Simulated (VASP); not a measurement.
A run of VASP 6.6.1 is set up as follows.

The input INCAR:

```
SYSTEM = Pt
PREC = Accurate
ENCUT = 520
EDIFF = 1E-6
ISMEAR = 0
SIGMA = 0.15
LREAL = .FALSE.
LASPH = .TRUE.
NELM = 80
ALGO = Fast
ISIF = 2
LWAVE = .FALSE.
LCHARG = .FALSE.
GGA = PS
NBANDS = 17
```

File KPOINTS:

```
regular mesh
0
G
  18 18 10
  0 0 0
```

Contents of POSCAR:

```
Pt
1.0
    3.0712404976      0.0000000000      0.0000000000
   -1.5356202488      2.3908065546      0.0000000000
    0.0000000000      0.0000000000      4.7921340000
Pt
2
Direct
    0.6666666667      0.3333333333      0.7500000000
    0.3333333333      0.6666666667      0.2500000000
```

Potentials or basis: VASP PAW PBE potentials, release 64 (Pt).

The run is started by

```console
$ cat potpaw_PBE.64/Pt/POTCAR > POTCAR
$ mpirun -np 1 vasp_std > vasp.out
```

(1) What does it give for the pressure?

(2) Estimate the largest force.

Results:

(1) -27.4 GPa.

(2) 0.050 eV/Å.

Caveat: the cell differs from its parent crystal (strain +0.1125 x Voigt [1, 0, 0, 0, 0, 0]); the cell stands under tension; the PAW data sets were made with another functional, which shifts forces and pressure a little.
